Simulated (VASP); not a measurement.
# LiTc12 (a cell with a defect) in VASP: single point with PBE

Aim: the single point of LiTc12 (a cell with a defect) with PBE.

Everything below comes from runs of VASP 6.6.1. Logs are shortened: lines on timing, memory, paths and dates and some standing lists are left out, and cuts for length are marked.

### Step 1. The cell of the first run

The cell holds a defect, 13 atoms: a = 5.480 Å, b = 8.220 Å, c = 4.395 Å, α = 90.00°, β = 90.00°, γ = 120.00°.

### Step 2. Single point, PBE

Contents of INCAR:

```
SYSTEM = LiTc12
ALGO     = Normal         ! electronic algorithm
EDIFF    = 1E-6           ! SCF threshold, eV
ENCUT    = 650            ! plane-wave cutoff, eV
GGA      = PE             ! functional
GGA_COMPAT= .False.      
ISIF     = 2              ! what is computed and relaxed
ISMEAR   = 0              ! smearing method
LASPH    = .True.         ! aspherical terms in the spheres
LCHARG   = .False.        ! write CHGCAR
LREAL    = .False.        ! projectors in reciprocal space
LWAVE    = .False.        ! write WAVECAR
NBANDS   = 92             ! bands
NELM     = 120            ! most SCF steps
PREC     = Accurate       ! precision mode
SIGMA    = 0.05           ! smearing width, eV
```

Contents of KPOINTS:

```
k-points
0
Gamma
  4 3 4
  0 0 0
```

Contents of POSCAR:

```
LiTc12
1.0
    5.4800000000      0.0000000000      0.0000000000
   -4.1100000000      7.1187290000      0.0000000000
    0.0000000000      0.0000000000      4.3949600000
Tc Li
12 1
Direct
   -0.0255324082     -0.0099604859      0.0338895007
    0.1554850812      0.2311942202      0.4650172015
    0.0008151681      0.3340941901     -0.0104205727
    0.1722958001      0.5593827213      0.4890105940
    0.0064297297      0.6699157954     -0.0004077398
    0.1498107568      0.8680532719      0.4792118700
    0.5115300277     -0.0078626395      0.0368865701
    0.6924794591      0.2331541206      0.4684641043
    0.5177162307      0.3553347796      0.0229965688
    0.6605378361      0.5534166282      0.5026571345
    0.4945063041      0.6639120551      0.0132465369
    0.6664226465      0.8892136504      0.5126308317
    0.3332667232      0.1117021030      0.7511201467
```

Potentials or basis: VASP PAW PBE potentials, release 64 (Tc_pv, Li_sv).

Command:

```sh
$ cat potpaw_PBE.64/Tc_pv/POTCAR potpaw_PBE.64/Li_sv/POTCAR > POTCAR
$ mpirun -np 1 vasp_std > vasp.out
```

OUTCAR:

```text
SYSTEM = LiTc12
   EDIFF = 1E-6
   ENCUT = 650
   GGA = PE
   ISIF = 2
   ISMEAR = 0
   LASPH = .True.
   LREAL = .False.
   NELM = 120
   PREC = Accurate

 ion  position               nearest neighbor table
   1  0.974  0.990  0.034-  13 2.11   7 2.55   2 2.56  12 2.56   6 2.59  11 2.66  12 2.72   5 2.73
                             3 2.77   7 2.93   6 2.97   9 2.99   2 3.03
   2  0.155  0.231  0.465-  13 2.11   8 2.55   3 2.55   1 2.56   9 2.59   4 2.65  10 2.72   3 2.73
                            12 2.76   8 2.93   6 2.97   9 2.99   1 3.03
   3  0.001  0.334  0.990-   2 2.55   8 2.56  11 2.71   8 2.72   4 2.72   4 2.72   2 2.73   9 2.74
                             5 2.75   9 2.75   7 2.76   1 2.77
   4  0.172  0.559  0.489-  11 2.59   6 2.60   2 2.65   8 2.66   5 2.67  10 2.70  12 2.71   3 2.72
                             3 2.72   5 2.74  11 2.77  10 2.78
   5  0.006  0.670  1.000-   6 2.54   9 2.64   4 2.67   6 2.69  11 2.70   7 2.72   1 2.73  10 2.73
                             4 2.74   3 2.75  10 2.75  11 2.78
   6  0.150  0.868  0.479-  13 2.11   5 2.54   1 2.59   7 2.59   4 2.60  10 2.64   5 2.69  12 2.74
                            12 2.75   2 2.97   1 2.97   8 2.99   7 2.99
   7  0.512  0.992  0.037-  13 2.11   1 2.55  12 2.55   8 2.56   6 2.59  11 2.65   5 2.72  12 2.73
                             3 2.76   1 2.93   9 2.97   6 2.99   8 3.03
   8  0.692  0.233  0.468-  13 2.11   2 2.55   7 2.56   3 2.56   9 2.59   4 2.66   3 2.72  10 2.73
                            12 2.77   2 2.93   9 2.97   6 2.99   7 3.03
   9  0.518  0.355  0.023-  13 2.11  10 2.54   8 2.59   2 2.59  11 2.60   5 2.64  10 2.69   3 2.74
                             3 2.75   7 2.97   8 2.97   1 2.99   2 2.99
  10  0.661  0.553  0.503-   9 2.54   6 2.64  11 2.67   9 2.69   4 2.70   2 2.72   8 2.73   5 2.73
                            11 2.74  12 2.74   5 2.75   4 2.78
  11  0.495  0.664  0.013-   4 2.59   9 2.60   7 2.65   1 2.66  10 2.67   5 2.70   3 2.71  12 2.72
                            12 2.72  10 2.74   4 2.77   5 2.78
  12  0.666  0.889  0.513-   7 2.55   1 2.56   4 2.71   1 2.72  11 2.72  11 2.72   7 2.73   6 2.74
                            10 2.74   6 2.75   2 2.76   8 2.77
  13  0.333  0.112  0.751-   9 2.11   6 2.11   1 2.11   8 2.11   2 2.11   7 2.11

  LATTYP: Found a simple monoclinic cell.
 ALAT       =     5.4800000000
 B/A-ratio  =     0.8020000000
 C/A-ratio  =     1.3228756879
 COS(beta)  =    -0.1889822319

  Lattice vectors:

 A1 = (   5.4800000000,   0.0000000000,   0.0000000000)
 A2 = (   0.0000000000,   0.0000000000,   4.3949600000)
 A3 = (  -1.3700000000,  -7.1187290000,   0.0000000000)

Analysis of symmetry for initial positions (statically):
=====================================================================
 Subroutine PRICEL returns:
 Original cell was already a primitive cell.

 Routine SETGRP: Setting up the symmetry group for a
 simple monoclinic supercell.

 Subroutine GETGRP returns: Found  1 space group operations
[... 161 lines left out ...]
  Fermi-wavevector in a.u.,A,eV,Ry     =   1.596472  3.016894 34.677466  2.548722
  Thomas-Fermi vector in A             =   2.694229
   LORBIT       =      0    0 simple, 1 ext, 2 COOP (PROOUT), +10 PAW based schemes
   GGA     = PE    functional components
   LHFCALC =     F    Hartree Fock is set to
   AEXX    =    0.0000 exact exchange contribution
   IVDW    =     0    specifies the selected vdW correction
   LEPSILON=     F    determine dielectric tensor
   LRPA    =     F    only Hartree local field effects (RPA)
 non-spin polarized calculation
 Gauss-broadening in eV      SIGMA  =   0.05
  energy-cutoff  :      650.00
  volume of cell :      171.45
 maximum number of plane-waves:      6470
 NGX is ok and might be reduce to    48
   NGX = 23   NGY = 35   NGZ = 19

 number of electron     158.9999998 magnetization

 Free energy of the ion-electron system (eV)
  ---------------------------------------------------
  ext. energy  EPLUGINS =         0.00000000
  ---------------------------------------------------
  free energy    TOTEN  =      -121.78676704 eV

  energy without entropy =     -121.77783324  energy(sigma->0) =     -121.78230014

 E-fermi :  13.0614     XC(G=0): -13.8878

 val. band max:       13.0596955780   @ k =   0.5000   0.0000   0.0000
 cond. band min:      13.0666690000   @ k =   0.5000   0.0000   0.5000
 fundamental gap:      0.0069734220
 Fermi energy:        13.0614430089

 k-point     1 :       0.0000    0.0000    0.0000
  band No.  band energies     occupation
      1     -32.3680      2.00000
      2     -26.5032      2.00000
      3     -26.3413      2.00000
      4     -26.2712      2.00000
      5     -26.2287      2.00000
      6     -26.2265      2.00000
[... 2245 lines left out ...]
     90      15.0876      0.00000
     91      15.3797      0.00000

 [... further k-points ...]

 [bands above 91 left out]

------------------------ aborting loop because EDIFF is reached ----------------------------------------

  FORCE on cell =-STRESS in cart. coord.  units (eV):
  Direction    XX          YY          ZZ          XY          YZ          ZX
  --------------------------------------------------------------------------------------
  -------------------------------------------------------------------------------------
  Total       22.1414242     22.0848276     21.4013570     -0.6231459     -0.5377044      0.3806483
  in kB      206.9084317    206.3795450    199.9926103     -5.8232089     -5.0247701      3.5571035
  external PRESSURE =     204.4268624 kB  Pullay stress =       0.0000000 kB

 VOLUME and BASIS-vectors are now :
 -----------------------------------------------------------------------------
  energy-cutoff  :      650.00
  volume of cell :      171.45
      direct lattice vectors                 reciprocal lattice vectors
     5.480000000  0.000000000  0.000000000     0.182481752  0.105355886  0.000000000
    -4.110000000  7.118729000  0.000000000     0.000000000  0.140474514  0.000000000
     0.000000000  0.000000000  4.394960000     0.000000000  0.000000000  0.227533356

 POSITION                                       TOTAL-FORCE (eV/Angst)
 -----------------------------------------------------------------------------------
      1.27102      7.04782      0.14894        -0.039313     -0.017772      0.037908
     -0.09815      1.64581      2.04373        -0.031890      0.033512     -0.027281
     -1.36866      2.37833      4.34916         0.006893     -0.005603      0.023934
     -1.35488      3.98209      2.14918         0.003469      0.004071     -0.002645
     -2.71812      4.76895      4.39317         0.013680      0.000679      0.008903
     -2.74674      6.17944      2.10612        -0.021072     -0.024754     -0.029925
     -1.27450      7.06276      0.16212         0.036529     -0.024659      0.029742
      2.83652      1.65976      2.05888         0.038024      0.014281     -0.038224
      1.37666      2.52953      0.10107         0.001876      0.021940      0.030690
      1.34520      3.93962      2.20916        -0.010393      0.001302     -0.009311
     -0.01878      4.72621      0.05822         0.013516     -0.006081      0.003223
     -0.00267      6.33007      2.25299        -0.012500      0.001342     -0.027329
      1.36721      0.79518      3.30114         0.001181      0.001741      0.000316
 -----------------------------------------------------------------------------------
    total drift:                               -0.000160      0.000346      0.000193

  FREE ENERGIE OF THE ION-ELECTRON SYSTEM (eV)
  ---------------------------------------------------
  free  energy   TOTEN  =      -121.7867670432 eV

  energy  without entropy=     -121.7778332431  energy(sigma->0) =     -121.78230014
```

OSZICAR:

```text
N       E                     dE             d eps       ncg     rms          rms(c)
DAV:   1     0.273944336745E+04    0.27394E+04   -0.10512E+05  4792   0.219E+03
DAV:   2     0.430378383778E+02   -0.26964E+04   -0.26427E+04  4844   0.634E+02
DAV:   3    -0.123064520494E+03   -0.16610E+03   -0.15937E+03  6752   0.156E+02
DAV:   4    -0.131137138014E+03   -0.80726E+01   -0.78451E+01  7184   0.289E+01
DAV:   5    -0.131405477375E+03   -0.26834E+00   -0.26712E+00  6824   0.465E+00    0.624E+01
DAV:   6    -0.125174813688E+03    0.62307E+01   -0.44109E+01  6136   0.336E+01    0.244E+01
DAV:   7    -0.132154451633E+03   -0.69796E+01   -0.96506E+01  6592   0.436E+01    0.251E+01
DAV:   8    -0.121774884469E+03    0.10380E+02   -0.47426E+01  6384   0.249E+01    0.483E+00
DAV:   9    -0.121836747671E+03   -0.61863E-01   -0.40170E+00  6248   0.821E+00    0.278E+00
DAV:  10    -0.121805016577E+03    0.31731E-01   -0.42838E-01  6340   0.368E+00    0.168E+00
DAV:  11    -0.121790873624E+03    0.14143E-01   -0.14991E-01  6520   0.238E+00    0.902E-01
DAV:  12    -0.121786323365E+03    0.45503E-02   -0.34112E-02  6296   0.117E+00    0.239E-01
DAV:  13    -0.121786957816E+03   -0.63445E-03   -0.49567E-03  6736   0.419E-01    0.160E-01
DAV:  14    -0.121786777958E+03    0.17986E-03   -0.19609E-03  6296   0.286E-01    0.595E-02
DAV:  15    -0.121786783855E+03   -0.58972E-05   -0.31679E-04  6680   0.109E-01    0.393E-02
DAV:  16    -0.121786768323E+03    0.15532E-04   -0.11730E-04  6880   0.700E-02    0.138E-02
DAV:  17    -0.121786767964E+03    0.35856E-06   -0.20710E-05  5944   0.277E-02    0.977E-03
DAV:  18    -0.121786767043E+03    0.92105E-06   -0.60341E-06  4712   0.171E-02
   1 F= -.12178677E+03 E0= -.12178230E+03  d E =-.893380E-02
```

stdout:

```text
POSCAR found type information on POSCAR TcLi
 POSCAR found :  2 types and      13 ions
 scaLAPACK will be used
 LDA part: xc-table for (Slater+PW92), standard interpolation
 POSCAR, INCAR and KPOINTS ok, starting setup
 FFT: planning ... GRIDC
 FFT: planning ... GRID_SOFT
 FFT: planning ... GRID
 WAVECAR not read
 entering main loop
```

Run time: 14 min. Hardware: 1 thread of Intel Xeon Platinum 8559C (Emerald Rapids), shared host; peak memory 0.56 GiB.

Results:

```
Free energy            : -121.7868 eV
Pressure               : 20.4 GPa
Largest force          : 0.057 eV/Å
Band gap on the k mesh : zero (an odd number of electrons rules out a gap without spin polarisation)
```

Forces in eV/Å, atoms in the order of the input:
```
Tc  -0.039 -0.018  0.038
Tc  -0.032  0.034 -0.027
Tc   0.007 -0.006  0.024
Tc   0.003  0.004 -0.003
Tc   0.014  0.001  0.009
Tc  -0.021 -0.025 -0.030
Tc   0.037 -0.025  0.030
Tc   0.038  0.014 -0.038
Tc   0.002  0.022  0.031
Tc  -0.010  0.001 -0.009
Tc   0.014 -0.006  0.003
Tc  -0.013  0.001 -0.027
Li   0.001  0.002  0.000
```

Stress tensor (GPa, compression positive):
```
20.69 -0.58  0.36
-0.58 20.64 -0.50
 0.36 -0.50 20.00
```

Levels at points of the mesh, in eV from the Fermi level:
```tsv
k point	band 75	band 76	band 77	band 78	band 79	band 80	band 81	band 82	band 83	band 84
(0.00, 0.00, 0.00)	-0.79	-0.72	-0.68	-0.63	-0.42	-0.13	-0.06	1.13	1.15	1.40
(0.50, 0.00, 0.00)	-0.81	-0.54	-0.48	-0.42	-0.33	0.00	0.02	0.26	0.32	0.43
(0.00, 0.00, 0.50)	-0.28	-0.20	-0.07	0.11	0.12	0.18	0.26	0.53	0.65	1.18
(0.50, 0.00, 0.50)	-0.82	-0.73	-0.63	-0.43	-0.41	-0.20	-0.07	0.01	0.14	0.29
```
